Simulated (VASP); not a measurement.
# ReP (F-43m) in VASP: elastic constants with PBEsol

Aim: the elastic constants of ReP with PBEsol.

Program: VASP 6.6.1. These are calculated values, not measurements. Logs are shortened: lines on timing, memory, paths and dates and some standing lists are left out, and cuts for length are marked.

## (1) The cell of the first run

It takes space group F-43m (No. 216, cubic). The conventional cell has a = 5.259 Å, b = 5.259 Å, c = 5.259 Å, α = 90.00°, β = 90.00°, γ = 90.00°. Re (site symmetry -43m) has 4 P at 2.28 Å within 3.0 Å. Within 3.0 Å of P (site symmetry -43m) lie 4 Re at 2.28 Å.

## (2) Elastic constants, PBEsol

File INCAR:

```
PREC = Accurate
ENCUT = 600
EDIFF = 1E-8
ISMEAR = 0
SIGMA = 0.05
LREAL = F
LASPH = T
NELM = 60
ALGO = Normal
ISIF = 3
LWAVE = F
LCHARG = F
GGA = PS
NBANDS = 13
IBRION = 6
NFREE = 2
POTIM = 0.015
NSW = 1
```

File KPOINTS:

```
regular mesh
0
Gamma
  12 12 12
```

File POSCAR:

```
ReP
1.0
    0.0000000000      2.6296704200      2.6296704200
    2.6296704200      0.0000000000      2.6296704200
    2.6296704200      2.6296704200      0.0000000000
Re P
1 1
Direct
    0.0000000000      0.0000000000      0.0000000000
    0.2500000000      0.2500000000      0.2500000000
```

Potentials or basis: VASP PAW PBE potentials, release 64 (Re, P).

Run with:

```console
$ cat potpaw_PBE.64/Re/POTCAR potpaw_PBE.64/P/POTCAR > POTCAR
$ mpirun -np 1 vasp_std > vasp.out
```

OUTCAR:

```text
PREC = Accurate
   ENCUT = 600
   EDIFF = 1E-8
   ISMEAR = 0
   LREAL = F
   LASPH = T
   NELM = 60
   ISIF = 3
   GGA = PS
   IBRION = 6
   NFREE = 2
   POTIM = 0.015
   NSW = 1

 ion  position               nearest neighbor table
   1  0.000  0.000  0.000-   2 2.28   2 2.28   2 2.28   2 2.28
   2  0.250  0.250  0.250-   1 2.28   1 2.28   1 2.28   1 2.28

  LATTYP: Found a face centered cubic cell.
 ALAT       =     5.2593408400

  Lattice vectors:

 A1 = (   0.0000000000,   2.6296704200,   2.6296704200)
 A2 = (   2.6296704200,   0.0000000000,   2.6296704200)
 A3 = (   2.6296704200,   2.6296704200,   0.0000000000)

Analysis of symmetry for initial positions (statically):
=====================================================================
 Subroutine PRICEL returns:
 Original cell was already a primitive cell.

 Routine SETGRP: Setting up the symmetry group for a
 face centered cubic supercell.

 Subroutine GETGRP returns: Found 24 space group operations
 (whereof 24 operations were pure point group operations)
 out of a pool of 48 trial point group operations.

The static configuration has the point symmetry T_d .

Analysis of symmetry for dynamics (positions and initial velocities):
=====================================================================
 Subroutine PRICEL returns:
 Original cell was already a primitive cell.

 Routine SETGRP: Setting up the symmetry group for a
 face centered cubic supercell.

 Subroutine GETGRP returns: Found 24 space group operations
 (whereof 24 operations were pure point group operations)
 out of a pool of 48 trial point group operations.

The dynamic configuration has the point symmetry T_d .

 Subroutine INISYM returns: Found 24 space group operations
 (whereof 24 operations are pure point group operations),
 and found     1 'primitive' translations

----------------------------------------------------------------------------------------

                                     Primitive cell

  volume of cell :      36.3692

  direct lattice vectors                    reciprocal lattice vectors
     0.000000000  2.629670420  2.629670420    -0.190137896  0.190137896  0.190137896
     2.629670420  0.000000000  2.629670420     0.190137896 -0.190137896  0.190137896
     2.629670420  2.629670420  0.000000000     0.190137896  0.190137896 -0.190137896

  length of vectors
     3.718915573  3.718915573  3.718915573     0.329328496  0.329328496  0.329328496

  position of ions in fractional coordinates (direct lattice)
     0.000000000  0.000000000  0.000000000
     0.250000000  0.250000000  0.250000000

  ion indices of the primitive-cell ions
   primitive index   ion index
                 1           1
                 2           2

----------------------------------------------------------------------------------------

 KPOINTS: regular mesh

Automatic generation of k-mesh.
 Grid dimensions read from file:
 generate k-points for:   12   12   12

 Generating k-lattice:

  Cartesian coordinates                     Fractional coordinates (reciprocal lattice)
    -0.015844825  0.015844825  0.015844825     0.083333333  0.000000000  0.000000000
     0.015844825 -0.015844825  0.015844825     0.000000000  0.083333333  0.000000000
     0.015844825  0.015844825 -0.015844825     0.000000000  0.000000000  0.083333333

[... 112 lines left out ...]
  --------------------------------------------------------------------------------------
  -------------------------------------------------------------------------------------
  Total        0.2860027      0.2860027      0.2860027      0.0000000      0.0000000      0.0000000
  in kB       12.5993103     12.5993103     12.5993103      0.0000000      0.0000000      0.0000000
  external PRESSURE =      12.5993103 kB  Pullay stress =       0.0000000 kB
[... 89 lines left out ...]
  FREE ENERGIE OF THE ION-ELECTRON SYSTEM (eV)
  ---------------------------------------------------
  free  energy   TOTEN  =       -18.2802232731 eV

  energy  without entropy=      -18.2783648774  energy(sigma->0) =      -18.27929408

[... ionic steps 4 to 14 ...]

--------------------------------------- Ionic step       15  -------------------------------------------

 number of electron      12.0000001 magnetization

------------------------ aborting loop because EDIFF is reached ----------------------------------------
[... 67 lines left out ...]
--------------------------------------- Ionic step       17  -------------------------------------------

 number of electron      12.0000000 magnetization

 Free energy of the ion-electron system (eV)
  ---------------------------------------------------
  ext. energy  EPLUGINS =         0.00000000
  ---------------------------------------------------
  free energy    TOTEN  =       -18.28778109 eV

  energy without entropy =      -18.28601139  energy(sigma->0) =      -18.28689624

 E-fermi :   5.6249     XC(G=0): -11.2220

 val. band max:        5.5956783016   @ k =   0.3333  -0.1667  -0.1667
 cond. band min:       5.6285230739   @ k =   0.0000   0.5000   0.1667
 fundamental gap:      0.0328447723
 Fermi energy:         5.6248842752

 k-point     1 :       0.0000    0.0000    0.0000
  band No.  band energies     occupation
      1      -6.9102      2.00000
      2       1.1147      2.00000
      3       1.1346      2.00000
      4       1.1577      2.00000
      5       4.8209      2.00000
      6       4.8221      2.00000
      7       9.4899      0.00000
      8      12.0665      0.00000
      9      12.1603      0.00000
     10      12.2501      0.00000
     11      14.5814      0.00000
     12      14.6320      0.00000
     13      14.6784      0.00000
[... 354 lines left out ...]
  band No.  band energies     occupation
      1      -5.1257      2.00000
      2       0.5245      2.00000
      3       1.3687      2.00000
      4       1.9294      2.00000
      5       4.7178      2.00000
      6       5.0681      2.00000
      7       5.9009      0.00000
      8       8.8060      0.00000
      9       9.4329      0.00000
     10      12.0212      0.00000
     11      15.3295      0.00000
     12      16.1625      0.00000
     13      17.7089      0.00000

 [... further k-points ...]

------------------------ aborting loop because EDIFF is reached ----------------------------------------

  FORCE on cell =-STRESS in cart. coord.  units (eV):
  Direction    XX          YY          ZZ          XY          YZ          ZX
  --------------------------------------------------------------------------------------
  -------------------------------------------------------------------------------------
  Total        0.2981016      0.2860157      0.2860157      0.0000000      0.3699123      0.0000000
  in kB       13.1323028     12.5998805     12.5998805      0.0000000     16.2957898      0.0000000
  external PRESSURE =      12.7773546 kB  Pullay stress =       0.0000000 kB
[... 17 lines left out ...]
  FREE ENERGIE OF THE ION-ELECTRON SYSTEM (eV)
  ---------------------------------------------------
  free  energy   TOTEN  =       -18.2877810918 eV

  energy  without entropy=      -18.2860113855  energy(sigma->0) =      -18.28689624

 INTERNAL STRAIN TENSORS FROM STRAINED CELLS
 ============================================

 INTERNAL STRAIN TENSOR FOR ION    1 for displacements in x,y,z  (eV/Angst):
          X           Y           Z          XY          YZ          ZX
  --------------------------------------------------------------------------------
  x     0.00000    -0.00000    -0.00000    -0.00000    24.67548    -0.00000
  y     0.00000     0.00000    -0.00000     0.00000     0.00000    24.67881
  z     0.00000    -0.00000     0.00000    24.67699    -0.00000    -0.00000

 INTERNAL STRAIN TENSORS FROM DISPLACED ATOMS
 ============================================

 INTERNAL STRAIN TENSOR FOR ION    1 for displacements in x,y,z  (eV/Angst):
          X           Y           Z          XY          YZ          ZX
  --------------------------------------------------------------------------------
  x     0.00000     0.00000     0.00000     0.00000    24.66602     0.00000
  y    -0.00000    -0.00000    -0.00000     0.00000     0.00000    24.66602
  z     0.00000     0.00000     0.00000    24.66602     0.00000     0.00000

 INTERNAL STRAIN TENSOR FOR ION    2 for displacements in x,y,z  (eV/Angst):
          X           Y           Z          XY          YZ          ZX
  --------------------------------------------------------------------------------
  x     0.00000     0.00000     0.00000     0.00000   -24.65902     0.00000
  y    -0.00000     0.00000    -0.00000     0.00000     0.00000   -24.65902
  z     0.00000     0.00000     0.00000   -24.65902     0.00000     0.00000

 Eigenvectors and eigenvalues of the dynamical matrix
 ----------------------------------------------------

   1 f  =   11.680194 THz    73.388821 2PiTHz  389.609322 cm-1    48.305378 meV
             X         Y         Z           dx          dy          dz
      0.000000  0.000000  0.000000    -0.377681    0.000000    0.000000
      1.314835  1.314835  1.314835     0.925936    0.000000    0.000000
[... 21 lines left out ...]
   6 f/i=    0.000407 THz     0.002556 2PiTHz    0.013571 cm-1     0.001683 meV
             X         Y         Z           dx          dy          dz
      0.000000  0.000000  0.000000     0.000000    0.000000    0.925936
      1.314835  1.314835  1.314835     0.000000    0.000000    0.377681

--------------------------------------------------------------------------------------------------------

 ELASTIC MODULI CONTR FROM IONIC RELAXATION (kBar)
 Direction    XX          YY          ZZ          XY          YZ          ZX
 --------------------------------------------------------------------------------
 XX          -0.0000     -0.0000     -0.0000     -0.0000     -0.0000      0.0000
 YY          -0.0000     -0.0000     -0.0000     -0.0000     -0.0000      0.0000
 ZZ          -0.0000     -0.0000     -0.0000     -0.0000     -0.0000      0.0000
 XY          -0.0000     -0.0000     -0.0000  -1807.3842      0.0000      0.0000
 YZ          -0.0000     -0.0000     -0.0000      0.0000  -1807.3842      0.0000
 ZX           0.0000      0.0000      0.0000      0.0000      0.0000  -1807.3842
 --------------------------------------------------------------------------------

 TOTAL ELASTIC MODULI (kBar)
 Direction    XX          YY          ZZ          XY          YZ          ZX
 --------------------------------------------------------------------------------
 XX        1866.6046   1845.9165   1845.9165     -0.0000     -0.0000     -0.0000
 YY        1845.9165   1866.6046   1845.9165     -0.0000      0.0000      0.0000
 ZZ        1845.9165   1845.9165   1866.6046     -0.0000     -0.0000      0.0000
 XY          -0.0000     -0.0000     -0.0000   -693.2667      0.0000      0.0000
 YZ          -0.0000      0.0000     -0.0000      0.0000   -693.2667      0.0000
 ZX          -0.0000      0.0000      0.0000      0.0000      0.0000   -693.2667
 --------------------------------------------------------------------------------
```

It took 26 min on 1 thread of Intel Xeon Platinum 8488C (Sapphire Rapids), shared host; peak memory 0.57 GiB.

Results:

* Elastic constants C11, C12, C44: 187, 185, -69 GPa
* Voigt bulk modulus: 185 GPa
* Highest phonon frequency at Γ: 390 cm⁻¹

Phonon frequencies in cm⁻¹ (negative: imaginary):
| q point | frequencies |
| --- | --- |
| (0.000, 0.000, 0.000) | 0 0 0 390 390 390 |

Elastic tensor in Voigt notation (GPa, in the Cartesian axes of the cell as first typed):
```
187 185 185   0   0   0
185 187 185   0   0   0
185 185 187   0   0   0
  0   0   0 -69   0   0
  0   0   0   0 -69   0
  0   0   0   0   0 -69
```

Clamped-ion elastic tensor (GPa):
```
187 185 185   0   0   0
185 187 185   0   0   0
185 185 187   0   0   0
  0   0   0 111   0   0
  0   0   0   0 111   0
  0   0   0   0   0 111
```

Caveat: the cell is under stress, which shifts elastic constants; the elastic tensor has a negative eigenvalue, so either the cell is unstable as it stands or the mesh is too thin; the PAW data sets were made with another functional, which shifts forces and pressure a little; spin-orbit coupling is left out, which moves the levels of the heavy elements.
